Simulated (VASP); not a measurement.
# HW4S8 (a cell with a defect) in VASP: further runs

Runs on HW4S8 (a cell with a defect). Level: PBE. Tasks: single point.

All numbers are computed with VASP 6.6.1; they aren't measurements. Logs are shortened: lines on timing, memory, paths and dates and some standing lists are left out, and cuts for length are marked.

### 1 The cell of the first run

The cell holds a defect, 13 atoms: a = 6.375 Å, b = 6.375 Å, c = 8.332 Å, α = 67.50°, β = 67.50°, γ = 60.00°.

### 2 Single point, PBE, collinear spin

The input, INCAR:

```
  PREC = Accurate
  ENCUT = 520
  EDIFF = 1E-6
  ISMEAR = 0
  SIGMA = 0.02
  LREAL = False
  LASPH = True
  NELM = 150
  ALGO = Normal
  ISIF = 2
  LWAVE = False
  LCHARG = False
  ISPIN = 2
  MAGMOM = 0.07 0.01 0.01 0 0 0 0 0.01 0 0 0 0 0.02
  LORBIT = 11
  LMAXMIX = 4
  GGA = PE
  NBANDS = 68
```

The input, KPOINTS:

```
regular mesh
0
Gamma
  3 3 3
```

The input, POSCAR:

```
HW4S8
1.0
    3.1877473260     -5.5213403304      0.0000000000
   -3.1877473260     -5.5213403304      0.0000000000
    0.0000000000     -3.6808935536     -7.4744493696
W S H
4 8 1
Direct
    0.5044056736      0.4952782250      0.9959062711
    0.0002724998      0.5009050270      0.9985453952
    0.5015163704     -0.0000933359      0.9947469884
    0.0038257449     -0.0000930099      0.9947465870
    0.9054306967      0.9035996231      0.7855347879
    0.4082884249      0.8977873847      0.7856320526
    0.9277364956      0.3985414787      0.7787535526
    0.3949648346      0.3985413414      0.7787550242
    0.7631104384      0.7666643588      0.2071107748
    0.2680558837      0.7585690393      0.2053143883
    0.7654405324      0.2629229750      0.2059147001
    0.2657170535      0.2629232310      0.2059149676
    0.2299716602      0.3763985731      0.6636547730
```

Potentials or basis: VASP PAW PBE potentials, release 64 (W_sv, S, H).

Command:

```sh
$ cat potpaw_PBE.64/W_sv/POTCAR potpaw_PBE.64/S/POTCAR potpaw_PBE.64/H/POTCAR > POTCAR
$ mpirun -np 1 vasp_std > vasp.out
```

OUTCAR:

```text
PREC = Accurate
   ENCUT = 520
   EDIFF = 1E-6
   ISMEAR = 0
   LREAL = False
   LASPH = True
   NELM = 150
   ISIF = 2
   ISPIN = 2
   LORBIT = 11
   GGA = PE

 ion  position               nearest neighbor table
   1  0.504  0.495  0.996-  11 2.41  12 2.41  10 2.42   6 2.42   8 2.53   7 2.53   4 3.17   3 3.17
                             2 3.19   2 3.19   3 3.20   4 3.20
   2  0.000  0.501  0.999-  11 2.41  12 2.41   9 2.42   8 2.42   7 2.42   5 2.43   3 3.18   4 3.18
                             1 3.19   1 3.19   4 3.20   3 3.20
   3  0.502  1.000  0.995-   5 2.42   6 2.42   8 2.42  12 2.42  10 2.43   9 2.43   1 3.17   4 3.17
                             2 3.18   2 3.20   4 3.20   1 3.20
   4  0.004  1.000  0.995-   5 2.42   6 2.42   7 2.42  11 2.42  10 2.43   9 2.43   1 3.17   3 3.17
                             2 3.18   2 3.20   3 3.20   1 3.20
   5  0.905  0.904  0.786-   4 2.42   3 2.42   2 2.43
   6  0.408  0.898  0.786-   1 2.42   3 2.42   4 2.42
   7  0.928  0.399  0.779-  13 1.75   2 2.42   4 2.42   1 2.53
   8  0.395  0.399  0.779-  13 1.75   2 2.42   3 2.42   1 2.53
   9  0.763  0.767  0.207-   2 2.42   3 2.43   4 2.43
  10  0.268  0.759  0.205-   1 2.42   3 2.43   4 2.43
  11  0.765  0.263  0.206-   1 2.41   2 2.41   4 2.42
  12  0.266  0.263  0.206-   1 2.41   2 2.41   3 2.42
  13  0.230  0.376  0.664-   7 1.75   8 1.75

  LATTYP: Found a trigonal (rhomboedric) cell.
 ALAT       =     8.3316487403
 COS(alpha) =     0.7072237310

  Lattice vectors:

 A1 = (  -3.1877473260,   1.8404467768,  -7.4744493696)
 A2 = (   3.1877473260,   1.8404467768,  -7.4744493696)
 A3 = (   0.0000000000,  -3.6808935536,  -7.4744493696)

Analysis of symmetry for initial positions (statically):
=====================================================================
 Subroutine PRICEL returns:
 Original cell was already a primitive cell.

 Routine SETGRP: Setting up the symmetry group for a
 trigonal (rhombohedral) supercell.

 Subroutine GETGRP returns: Found  2 space group operations
 (whereof  1 operations were pure point group operations)
 out of a pool of 12 trial point group operations.

The static configuration has the point symmetry C_1 .
 The point group associated with its full space group is C_1h.

Analysis of symmetry for dynamics (positions and initial velocities):
=====================================================================
 Subroutine PRICEL returns:
 Original cell was already a primitive cell.

[... 193 lines left out ...]
      2     -69.4390      1.00000
      3     -69.3868      1.00000
      4     -69.3334      1.00000
      5     -33.8668      1.00000
      6     -33.8198      1.00000
[... 927 lines left out ...]
     63       8.1167      0.00000
     64       8.2267      0.00000
 Fermi energy:         5.6554784447

 spin component 2

 k-point     1 :       0.0000    0.0000    0.0000
  band No.  band energies     occupation
      1     -69.4484      1.00000
      2     -69.4396      1.00000
      3     -69.3771      1.00000
      4     -69.2691      1.00000
      5     -33.8641      1.00000
      6     -33.8054      1.00000
[... 927 lines left out ...]
     63       8.1357      0.00000
     64       8.2351      0.00000
 [bands above 64 left out]

------------------------ aborting loop because EDIFF is reached ----------------------------------------

  FORCE on cell =-STRESS in cart. coord.  units (eV):
  Direction    XX          YY          ZZ          XY          YZ          ZX
  --------------------------------------------------------------------------------------
  -------------------------------------------------------------------------------------
  Total       -0.5878616     -0.6893868     -0.0675268      0.0878170      0.0073847      0.0123453
  in kB       -3.5797119     -4.1979369     -0.4111964      0.5347507      0.0449681      0.0751749
  external PRESSURE =      -2.7296151 kB  Pullay stress =       0.0000000 kB

 VOLUME and BASIS-vectors are now :
 -----------------------------------------------------------------------------
  energy-cutoff  :      520.00
  volume of cell :      263.11
      direct lattice vectors                 reciprocal lattice vectors
     3.187747326 -5.521340330  0.000000000     0.156850575 -0.090557722  0.044596373
    -3.187747326 -5.521340330  0.000000000    -0.156850575 -0.090557722  0.044596373
     0.000000000 -3.680893554 -7.474449370     0.000000000  0.000000000 -0.133789120

 POSITION                                       TOTAL-FORCE (eV/Angst)
 -----------------------------------------------------------------------------------
      0.02910     -9.18542     -7.44385        -0.003473     -0.001975     -0.015146
     -1.59589     -6.44271     -7.46358        -0.003716     -0.002142     -0.002156
     -1.58874    -11.95143     -7.43519         0.002408      0.000927     -0.003262
     -3.17526     -9.20351     -7.43518         0.001998      0.001637     -0.003230
      0.00584    -12.87974     -5.87144         0.001645      0.000975      0.003853
     -1.56040    -10.10312     -5.87217        -0.000011     -0.000053      0.005225
      1.68694    -10.18934     -5.82075        -0.001213      0.001901      0.014541
     -0.01140     -7.24773     -5.82076         0.000989     -0.001988      0.014558
     -0.01133     -9.20876     -1.54804         0.001043      0.000551     -0.005572
     -1.56363     -6.42409     -1.53461         0.000627      0.000353     -0.001971
      1.60190     -6.43589     -1.53910        -0.000954     -0.000719     -0.002779
      0.00891     -3.67675     -1.53910        -0.001067     -0.000516     -0.002767
     -0.46677     -5.79082     -4.96045         0.001724      0.001050     -0.001294
 -----------------------------------------------------------------------------------
    total drift:                               -0.000203      0.000007      0.000188

  FREE ENERGIE OF THE ION-ELECTRON SYSTEM (eV)
  ---------------------------------------------------
  free  energy   TOTEN  =       -96.0448000180 eV

  energy  without entropy=      -96.0434637310  energy(sigma->0) =      -96.04413187

 total charge

# of ion       s       p       d       tot
------------------------------------------
    1        2.306   6.288   3.373  11.967
    2        2.316   6.321   3.373  12.010
    3        2.314   6.318   3.356  11.988
    4        2.314   6.318   3.356  11.988
    5        1.357   2.361   0.000   3.718
    6        1.358   2.361   0.000   3.720
    7        1.356   2.337   0.000   3.693
    8        1.356   2.337   0.000   3.693
    9        1.357   2.359   0.000   3.716
   10        1.357   2.354   0.000   3.711
   11        1.357   2.359   0.000   3.716
   12        1.357   2.359   0.000   3.716
   13        0.444   0.021   0.000   0.465
--------------------------------------------------
tot         20.551  44.094  13.458  78.103

 magnetization (x)

# of ion       s       p       d       tot
------------------------------------------
    1        0.003   0.004   0.132   0.139
    2        0.000   0.001   0.019   0.021
    3       -0.000   0.000  -0.001  -0.001
    4       -0.000   0.000  -0.001  -0.001
    5        0.000   0.010   0.000   0.010
    6        0.001   0.001   0.000   0.002
    7        0.006  -0.003   0.000   0.003
    8        0.006  -0.003   0.000   0.003
    9        0.000   0.007   0.000   0.007
   10        0.000   0.001   0.000   0.002
   11       -0.000  -0.000   0.000  -0.000
   12       -0.000  -0.000   0.000  -0.000
   13        0.044   0.000   0.000   0.045
--------------------------------------------------
tot          0.060   0.019   0.148   0.227
```

OSZICAR:

```text
N       E                     dE             d eps       ncg     rms          rms(c)
DAV:   1     0.108829204613E+04    0.10883E+04   -0.54013E+04  4112   0.149E+03
DAV:   2    -0.179540248405E+02   -0.11062E+04   -0.10678E+04  4448   0.417E+02
DAV:   3    -0.986756371203E+02   -0.80722E+02   -0.79226E+02  4676   0.109E+02
DAV:   4    -0.101390948971E+03   -0.27153E+01   -0.26876E+01  4784   0.200E+01
DAV:   5    -0.101473888011E+03   -0.82939E-01   -0.82766E-01  4856   0.362E+00    0.518E+01
DAV:   6    -0.968181351824E+02    0.46558E+01   -0.19769E+01  4764   0.202E+01    0.230E+01
DAV:   7    -0.962678462935E+02    0.55029E+00   -0.52612E+00  4432   0.911E+00    0.997E+00
DAV:   8    -0.960557150470E+02    0.21213E+00   -0.81773E-01  4520   0.438E+00    0.269E+00
DAV:   9    -0.960485982609E+02    0.71168E-02   -0.14303E-01  4632   0.213E+00    0.133E+00
DAV:  10    -0.960450654057E+02    0.35329E-02   -0.27956E-02  4608   0.974E-01    0.749E-01
DAV:  11    -0.960447391770E+02    0.32623E-03   -0.14249E-02  4692   0.597E-01    0.163E-01
DAV:  12    -0.960446453010E+02    0.93876E-04   -0.14643E-03  4472   0.172E-01    0.105E-01
DAV:  13    -0.960447063337E+02   -0.61033E-04   -0.27137E-04  4644   0.613E-02    0.645E-02
DAV:  14    -0.960447796086E+02   -0.73275E-04   -0.85921E-05  4120   0.488E-02    0.183E-02
DAV:  15    -0.960447971780E+02   -0.17569E-04   -0.33974E-05  4168   0.329E-02    0.131E-02
DAV:  16    -0.960447992595E+02   -0.20816E-05   -0.58261E-06  3912   0.142E-02    0.750E-03
DAV:  17    -0.960448000180E+02   -0.75851E-06   -0.11707E-06  2860   0.590E-03
   1 F= -.96044800E+02 E0= -.96044132E+02  d E =-.133629E-02  mag=     0.3333
```

stdout:

```text
POSCAR found type information on POSCAR W S H
 POSCAR found :  3 types and      13 ions
 scaLAPACK will be used
 LDA part: xc-table for (Slater+PW92), standard interpolation
 POSCAR, INCAR and KPOINTS ok, starting setup
 FFT: planning ... GRIDC
 FFT: planning ... GRID_SOFT
 FFT: planning ... GRID
 WAVECAR not read
 entering main loop
```

Wall time 11 min (1 thread of AMD EPYC 9R14 (Zen 4), shared host); peak memory 0.66 GiB.

What came out:

| Property | Result |
| --- | --- |
| Free energy | -96.0448 eV |
| Pressure | -0.3 GPa |
| Largest force | 0.016 eV/Å |
| Net moment | 0.33 μB per cell |
| Site moments | W +0.14, +0.02, -0.00 (each value once); S +0.01, +0.00, -0.00 (each value once); H +0.04 μB |
| Valence electrons inside the program's atomic spheres | W 11.97, 12.01, 11.99 (each value once); S 3.72, 3.69, 3.71 (each value once); H 0.47 |

Forces in eV/Å, atoms in the order of the input:
```
W   -0.003 -0.002 -0.015
W   -0.004 -0.002 -0.002
W    0.002  0.001 -0.003
W    0.002  0.002 -0.003
S    0.002  0.001  0.004
S    0.000  0.000  0.005
S   -0.001  0.002  0.015
S    0.001 -0.002  0.015
S    0.001  0.001 -0.006
S    0.001  0.000 -0.002
S   -0.001 -0.001 -0.003
S   -0.001 -0.001 -0.003
H    0.002  0.001 -0.001
```

Stress tensor (GPa, compression positive):
```
-0.36  0.05  0.01
 0.05 -0.42  0.00
 0.01  0.00 -0.04
```

Levels at points of the mesh, in eV from the Fermi level:
Spin up:
| k point | band 51 | band 52 | band 53 | band 54 | band 55 | band 56 |
| --- | --- | --- | --- | --- | --- | --- |
| (0.00, 0.00, 0.00) | -1.95 | -1.49 | 0.52 | 1.51 | 1.71 | 1.77 |
Spin down:
| k point | band 48 | band 49 | band 50 | band 51 | band 52 | band 53 | band 54 | band 55 | band 56 | band 57 |
| --- | --- | --- | --- | --- | --- | --- | --- | --- | --- | --- |
| (0.00, 0.00, 0.00) | -2.36 | -2.04 | -1.99 | -1.93 | -1.47 | 0.70 | 1.57 | 1.73 | 1.77 | 1.84 |

Caveat: the k points lie up to 0.39 Å⁻¹ apart; spin-orbit coupling is left out, which moves the levels of the heavy elements.

### 3 Single point, PBE

The input, INCAR:

```
PREC = Accurate
ENCUT = 520
EDIFF = 1E-6
ISMEAR = 0
SIGMA = 0.02
LREAL = False
LASPH = True
NELM = 60
ALGO = Normal
ISIF = 2
LWAVE = False
LCHARG = True
GGA = PE
LELF = True
LVHAR = True
NBANDS = 64
NELECT = 104.0
```

KPOINTS is that of step 2.

The input, POSCAR:

```
HW4S8
1.0
    3.1877473260     -5.5213403304      0.0000000000
   -3.1877473260     -5.5213403304      0.0000000000
    0.0000000000     -3.6808935536     -7.4744493696
W S H
4 8 1
Direct
    0.5091169048      0.4897916592      0.9949763029
    0.0027047608      0.4968653196      0.9976709496
    0.5043413023     -0.0014977229      1.0008859021
   -0.0043675514      0.0032773456      0.9949756340
    0.9039766375      0.8994618505      0.7865305803
    0.4036004972      0.8977645067      0.7987693414
    0.9086318763      0.4027925374      0.7837940576
    0.4053017030      0.3981380235      0.7865307141
    0.7666272014      0.7602311486      0.2092552806
    0.2660150782      0.7601737548      0.2027527280
    0.7653403982      0.2595010593      0.2086141631
    0.2660718109      0.2607881425      0.2092556819
    0.5118722362      1.0060604007      0.6348565313
```

Potentials or basis: VASP PAW PBE potentials, release 64 (W_sv, S, H).

Command:

```sh
$ cat potpaw_PBE.64/W_sv/POTCAR potpaw_PBE.64/S/POTCAR potpaw_PBE.64/H/POTCAR > POTCAR
$ mpirun -np 1 vasp_std > vasp.out
```

Wall time 7.9 min (1 thread of Oxide Virtual Turin-like, shared host); peak memory 0.44 GiB.

It converged, with:

```yaml
Free_energy: -102.0878 eV
Largest_force: 0.602 eV/Å
```

Forces in eV/Å, atoms in the order of the input:
```
W    0.015  0.004 -0.031
W    0.000 -0.021 -0.017
W    0.000 -0.081 -0.055
W   -0.015  0.004 -0.031
S   -0.002 -0.018 -0.012
S    0.000 -0.253 -0.102
S    0.000 -0.012 -0.015
S    0.002 -0.018 -0.012
S    0.024 -0.028 -0.031
S    0.000 -0.024 -0.011
S    0.000 -0.010 -0.008
S   -0.024 -0.028 -0.031
H    0.000  0.486  0.355
```

Levels at points of the mesh, in eV from the Fermi level:
```
           k point  band 48  band 49  band 50  band 51  band 52  band 53  band 54  band 55  band 56  band 57
(0.00, 0.00, 0.00)    -1.37    -1.24    -1.13    -1.11    -0.56     2.14     2.48     2.52     2.61     2.63
```

Caveat: the cell carries a net charge on a neutralising background, which shifts energy and pressure; the cell is charged against a uniform background, so pressure and absolute levels hang on convention; spin-orbit coupling is left out, which moves the levels of the heavy elements.
